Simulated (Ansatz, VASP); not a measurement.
**SnO2: VASP beside Ansatz**

```
Sn O
1.0
    -3.23725    0.00000    0.00000
    -1.61863   -2.80354    0.00000
    -1.94235   -1.12142   13.67548
Sn O
3 6
Direct
  0.47837 0.47837 0.47073
  0.93724 0.93724 0.15690
  0.01951 0.01951 0.78457
  0.57493 0.57493 0.22933
  0.65720 0.65720 0.85700
  0.11607 0.11607 0.54317
  0.38181 0.38181 0.71214
  0.84068 0.84068 0.39830
  0.29955 0.29955 0.08447
```

Alike in both runs: task single point; functional PBE; dispersion D3(BJ); k mesh 9 × 9 × 2; occupations gaussian, width 0.05 eV; no spin polarisation.

|  | VASP | Ansatz |
| --- | --- | --- |
| version | VASP 6.6.1 | Ansatz 0.2.0 |
| potentials or method | VASP PAW PBE potentials, release 64 (Sn_d, O), cutoff 520 eV | scalar-relativistic, plane waves, PAW |
| valence electrons in the cell | 78 | 78 |

```tsv
	VASP	Ansatz	Ansatz less VASP
gap on the k mesh at the Fermi level (eV)	1.77	1.79	+0.021
least direct gap on the mesh (eV)	1.84	1.86	+0.017
pressure (GPa)	0.3	-0.4	-0.64
traceless stress, the component that is largest in VASP (GPa)	0.04	-0.17	-0.208
rms of the force components (eV/Å)	0.079	0.062	-0.0169
```

Atom by atom the forces differ by 0.026 eV/Å (rms over components).
